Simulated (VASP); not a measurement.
# Mn (Im-3m) in VASP: a series of runs

Runs on Mn. Level: PBE. Tasks: electric field gradients.

Everything below comes from runs of VASP 6.6.1. Logs are shortened: lines on timing, memory, paths and dates and some standing lists are left out, and cuts for length are marked.

## 1. The cell of the first run

Symmetry: Im-3m, No. 229, cubic system. Conventional cell: a = 3.081 Å, b = 3.081 Å, c = 3.081 Å, α = 90.00°, β = 90.00°, γ = 90.00°. Within 3.5 Å of Mn (site symmetry m-3m) lie 14 Mn at 2.67 to 3.08 Å.

This isn't the form of Mn at room conditions, which is a 58-atom cubic cell.

## 2. Electric field gradients, PBE, collinear spin, ferromagnetic start

The input, INCAR:

```
ALGO     = Normal         # electronic algorithm
EDIFF    = 1E-8           # SCF threshold, eV
ENCUT    = 520            # plane-wave cutoff, eV
GGA      = PE             # functional
ISIF     = 2              # what is computed and relaxed
ISMEAR   = -1             # smearing method
ISPIN    = 2              # spin polarisation
LASPH    = True           # aspherical terms in the spheres
LCHARG   = False          # write CHGCAR
LEFG     = True         
LMAXMIX  = 4              # l up to which the mixer works
LORBIT   = 11             # projections on sites
LREAL    = False          # projectors in reciprocal space
LWAVE    = False          # write WAVECAR
MAGMOM   = 4              # initial moments
NBANDS   = 16             # bands
NELM     = 150            # most SCF steps
PREC     = Accurate       # precision mode
SIGMA    = 0.03           # smearing width, eV
```

The input, KPOINTS:

```
k-points
0
Gamma
  19 19 19
```

The input, POSCAR:

```
Mn
1.0
   -1.5405000000      1.5405000000      1.5405000000
    1.5405000000     -1.5405000000      1.5405000000
    1.5405000000      1.5405000000     -1.5405000000
Mn
1
Direct
    0.0000000000      0.0000000000      0.0000000000
```

Potentials or basis: VASP PAW PBE potentials, release 64 (Mn_pv).

Launch:

```
$ cat potpaw_PBE.64/Mn_pv/POTCAR > POTCAR
$ mpirun -np 1 vasp_std > vasp.out
```

OUTCAR:

```text
EDIFF = 1E-8
   ENCUT = 520
   GGA = PE
   ISIF = 2
   ISMEAR = -1
   ISPIN = 2
   LASPH = True
   LORBIT = 11
   LREAL = False
   NELM = 150
   PREC = Accurate

 ion  position               nearest neighbor table
   1  0.000  0.000  0.000-

  LATTYP: Found a body centered cubic cell.
 ALAT       =     3.0810000000

  Lattice vectors:

 A1 = (  -1.5405000000,   1.5405000000,   1.5405000000)
 A2 = (   1.5405000000,  -1.5405000000,   1.5405000000)
 A3 = (   1.5405000000,   1.5405000000,  -1.5405000000)

Analysis of symmetry for initial positions (statically):
=====================================================================
 Subroutine PRICEL returns:
 Original cell was already a primitive cell.

 Routine SETGRP: Setting up the symmetry group for a
 body centered cubic supercell.

 Subroutine GETGRP returns: Found 48 space group operations
 (whereof 48 operations were pure point group operations)
 out of a pool of 48 trial point group operations.

The static configuration has the point symmetry O_h .

Analysis of symmetry for dynamics (positions and initial velocities):
=====================================================================
 Subroutine PRICEL returns:
 Original cell was already a primitive cell.

 Routine SETGRP: Setting up the symmetry group for a
 body centered cubic supercell.

 Subroutine GETGRP returns: Found 48 space group operations
 (whereof 48 operations were pure point group operations)
 out of a pool of 48 trial point group operations.

The dynamic configuration has the point symmetry O_h .

Analysis of structural, dynamic, and magnetic symmetry:
=====================================================================
 Subroutine PRICEL returns:
 Original cell was already a primitive cell.

 Routine SETGRP: Setting up the symmetry group for a
 body centered cubic supercell.

 Subroutine GETGRP returns: Found 48 space group operations
 (whereof 48 operations were pure point group operations)
 out of a pool of 48 trial point group operations.

The overall configuration has the point symmetry O_h .

 Subroutine INISYM returns: Found 48 space group operations
 (whereof 48 operations are pure point group operations),
 and found     1 'primitive' translations

----------------------------------------------------------------------------------------

                                     Primitive cell

  volume of cell :      14.6233

  direct lattice vectors                    reciprocal lattice vectors
    -1.540500000  1.540500000  1.540500000     0.000000000  0.324569945  0.324569945
     1.540500000 -1.540500000  1.540500000     0.324569945  0.000000000  0.324569945
     1.540500000  1.540500000 -1.540500000     0.324569945  0.324569945  0.000000000

  length of vectors
     2.668224269  2.668224269  2.668224269     0.459011218  0.459011218  0.459011218

  position of ions in fractional coordinates (direct lattice)
     0.000000000  0.000000000  0.000000000

  ion indices of the primitive-cell ions
   primitive index   ion index
                 1           1

----------------------------------------------------------------------------------------

 KPOINTS: k-points

Automatic generation of k-mesh.
 Grid dimensions read from file:
 generate k-points for:   19   19   19

 Generating k-lattice:

  Cartesian coordinates                     Fractional coordinates (reciprocal lattice)
     0.000000000  0.017082629  0.017082629     0.052631579  0.000000000  0.000000000
     0.017082629  0.000000000  0.017082629     0.000000000  0.052631579  0.000000000
     0.017082629  0.017082629  0.000000000     0.000000000  0.000000000  0.052631579

  Length of vectors
     0.024158485  0.024158485  0.024158485

  Shift w.r.t. Gamma in fractional coordinates (k-lattice)
     0.000000000  0.000000000  0.000000000
[... 43 lines left out ...]
   ISTART =      0    job   : 0-new  1-cont  2-samecut
   ICHARG =      2    charge: 1-file 2-atom 10-const
   ISPIN  =      2    spin polarized calculation?
   LNONCOLLINEAR =      F non collinear calculations
   LSORBIT =      F    spin-orbit coupling
   LASPH  =      T    aspherical Exc in radial PAW
   ENCUT  =  520.0 eV  38.22 Ry    6.18 a.u.   4.96  4.96  4.96*2*pi/ulx,y,z
   NELM   =    150;   NELMIN=  2; NELMDL= -5     # of ELM steps
   EDIFF  = 0.1E-07   stopping-criterion for ELM
   LREAL  =      F    real-space projection
   EDIFFG = 0.1E-06   stopping-criterion for IOM
   NSW    =      0    number of steps for IOM
   IBRION =     -1    ionic relax: 0-MD 1-quasi-New 2-CG
   NFREE  =      0    steps in history (QN), initial steepest desc. (CG)
   ISIF   =      2    stress and relaxation
   ISYM   =      2    0-nonsym 1-usesym 2-fastsym
   POTIM  = 0.5000    time-step for ionic-motion
   TEBEG  =    0.0;   TEEND  =   0.0 temperature during run
   PSTRESS=    0.0 pullay stress
   NELECT =      13.0000    total number of electrons
   NUPDOWN=      -1.0000    fix difference up-down
   EMIN   =  10.00;   EMAX   =-10.00  energy-range for DOS
   EFERMI =   0.00;   METHOD = LEGACY
   ISMEAR =    -1;   SIGMA  =   0.03  broadening in eV -4-tet -1-fermi 0-gaus
   EFERMI_NEDOS =   21; number of points for ismear=-14 and -15
   IALGO  =     38    algorithm
   IMIX   =      4    mixing-type and parameters
     AMIX     =   0.40;   BMIX     =  1.00
     AMIX_MAG =   1.60;   BMIX_MAG =  1.00
  volume/ion in A,a.u.               =      14.62        98.68
  Fermi-wavevector in a.u.,A,eV,Ry     =   1.574131  2.974677 33.713725  2.477889
  Thomas-Fermi vector in A             =   2.675311
   LORBIT       =     11    0 simple, 1 ext, 2 COOP (PROOUT), +10 PAW based schemes
   GGA     = PE    functional components
   LHFCALC =     F    Hartree Fock is set to
   AEXX    =    0.0000 exact exchange contribution
   IVDW    =     0    specifies the selected vdW correction
   LEPSILON=     F    determine dielectric tensor
   LRPA    =     F    only Hartree local field effects (RPA)
 spin polarized calculation
  energy-cutoff  :      520.00
  volume of cell :       14.62
 maximum number of plane-waves:       406
   NGX =  9   NGY =  9   NGZ =  9

 number of electron      12.9999990 magnetization       2.7893222

 Free energy of the ion-electron system (eV)
  ---------------------------------------------------
  ext. energy  EPLUGINS =         0.00000000
  ---------------------------------------------------
  free energy    TOTEN  =        -8.32981030 eV

  energy without entropy =       -8.32303401  energy(sigma->0) =       -8.32642216

 E-fermi :   6.9072     XC(G=0): -12.1801

 val. band max:        6.9043086997   @ k =  -0.2632   0.3158   0.2105
 cond. band min:       6.9078212997   @ k =   0.3684   0.1579   0.0000
 fundamental gap:      0.0035125999
 Fermi energy:         6.9072481161

 spin component 1

 k-point     1 :       0.0000    0.0000    0.0000
  band No.  band energies     occupation
      1     -41.8066      1.00000
      2     -41.8066      1.00000
      3     -41.8066      1.00000
      4      -0.4055      1.00000
      5       5.2193      1.00000
      6       5.2193      1.00000
[... 435 lines left out ...]
      5       4.4852      1.00000
      6       5.2828      1.00000
[... 8 lines left out ...]
     15      33.7877      0.00000
     16      37.2237      0.00000

 [... further k-points ...]

 spin component 2

 k-point     1 :       0.0000    0.0000    0.0000
  band No.  band energies     occupation
      1     -38.8483      1.00000
      2     -38.8483      1.00000
      3     -38.8483      1.00000
      4       0.0830      1.00000
      5       7.6391      0.00000
      6       7.6391      0.00000
[... 435 lines left out ...]
      5       6.6870      0.99935
      6       6.9349      0.28449
[... 8 lines left out ...]
     15      34.3755      0.00000
     16      39.0251      0.00000

 [... further k-points ...]

------------------------ aborting loop because EDIFF is reached ----------------------------------------

  FORCE on cell =-STRESS in cart. coord.  units (eV):
  Direction    XX          YY          ZZ          XY          YZ          ZX
  --------------------------------------------------------------------------------------
  -------------------------------------------------------------------------------------
  Total       -1.3964155     -1.3964155     -1.3964155     -0.0000000      0.0000000     -0.0000000
  in kB     -152.9960248   -152.9960248   -152.9960248     -0.0000000      0.0000000     -0.0000000
  external PRESSURE =    -152.9960248 kB  Pullay stress =       0.0000000 kB

 VOLUME and BASIS-vectors are now :
 -----------------------------------------------------------------------------
  energy-cutoff  :      520.00
  volume of cell :       14.62
      direct lattice vectors                 reciprocal lattice vectors
    -1.540500000  1.540500000  1.540500000     0.000000000  0.324569945  0.324569945
     1.540500000 -1.540500000  1.540500000     0.324569945  0.000000000  0.324569945
     1.540500000  1.540500000 -1.540500000     0.324569945  0.324569945  0.000000000

 POSITION                                       TOTAL-FORCE (eV/Angst)
 -----------------------------------------------------------------------------------
      0.00000      0.00000      0.00000         0.000000      0.000000      0.000000
 -----------------------------------------------------------------------------------
    total drift:                                0.000000     -0.000000      0.000000

  FREE ENERGIE OF THE ION-ELECTRON SYSTEM (eV)
  ---------------------------------------------------
  free  energy   TOTEN  =        -8.3298103031 eV

  energy  without entropy=       -8.3230340095  energy(sigma->0) =       -8.32642216

 Electric field gradients (V/A^2)
---------------------------------------------------------------------
 ion       V_xx      V_yy      V_zz      V_xy      V_xz      V_yz
---------------------------------------------------------------------
   1      -0.000     0.000     0.000    -0.006    -0.006    -0.006
---------------------------------------------------------------------

 Electric field gradients after diagonalization (V/A^2)
 (convention: |V_zz| > |V_xx| > |V_yy|)
----------------------------------------------------------------------
 ion       V_xx      V_yy      V_zz     asymmetry (V_yy - V_xx)/ V_zz
----------------------------------------------------------------------
   1       0.006     0.006    -0.012       0.000
----------------------------------------------------------------------

           NMR quadrupolar parameters

 Cq : quadrupolar parameter    Cq=e*Q*V_zz/h
 eta: asymmetry parameters     (V_yy - V_xx)/ V_zz
 Q  : nuclear electric quadrupole moment in mb (millibarn)
----------------------------------------------------------------------
 ion       Cq(MHz)       eta       Q (mb)
----------------------------------------------------------------------
   1      -0.000       0.000       1.000
----------------------------------------------------------------------

 total charge

# of ion       s       p       d       tot
------------------------------------------
    1        0.328   6.232   4.993  11.553

 magnetization (x)

# of ion       s       p       d       tot
------------------------------------------
    1       -0.006  -0.001   2.742   2.735
```

Run time: 1.9 min. Hardware: 1 thread of Intel Xeon Platinum 8124M at 3.00GHz (Skylake/Cascade Lake), shared host; peak memory 0.19 GiB.

What came out:

```
Free energy                                           : -8.3298 eV
Pressure                                              : -15.3 GPa
Net moment                                            : 2.79 μB per cell
Site moments                                          : Mn +2.73 μB
Largest electric field gradient by atom               : under 0.05 V/Å² on every atom
Valence electrons inside the program's atomic spheres : Mn 11.55
```

Caveat: the cell stands under tension.

(Continued in part 2 of 3.)
